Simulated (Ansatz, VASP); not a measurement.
# Two plane-wave programs on Sn2GeP2

```
CELL_PARAMETERS angstrom
-2.82201 2.82201 3.65110
2.82201 -2.82201 3.65110
2.82201 2.82201 -3.65110
ATOMIC_POSITIONS crystal
Sn 0.75001 0.75001 0.00000
Sn 0.24999 0.24999 0.00000
Ge 0.75000 0.25000 0.50000
P 0.09303 0.59303 0.50000
P 0.40697 0.90697 0.50000
```

Alike in both runs: functional PBE; k mesh 4 × 4 × 4; occupations gaussian, width 0.1 eV; no spin polarisation.

Ansatz relaxed the structure, and its values are those at the end. VASP's run is a single point on that final structure, the one shown.

```csv
,VASP,Ansatz
version,VASP 6.6.1,Ansatz 0.2.0
potentials or method,"VASP PAW PBE potentials, release 64 (Sn_d, Ge_d, P), cutoff 520 eV","scalar-relativistic, plane waves, PAW"
valence electrons in the cell,52,52
```

Ansatz gave:

* gap on the k mesh at the Fermi level (eV): none
* pressure (GPa): 0.0
* rms of the force components (eV/Å): 0.002

What did VASP give for the same quantities?

gap on the k mesh at the Fermi level (eV): none; pressure (GPa): -0.1; rms of the force components (eV/Å): 0.007.

A gap of «none» marks a metal or a gap that the smearing closes.

The k mesh is coarse, so the values compare programs but aren't converged.
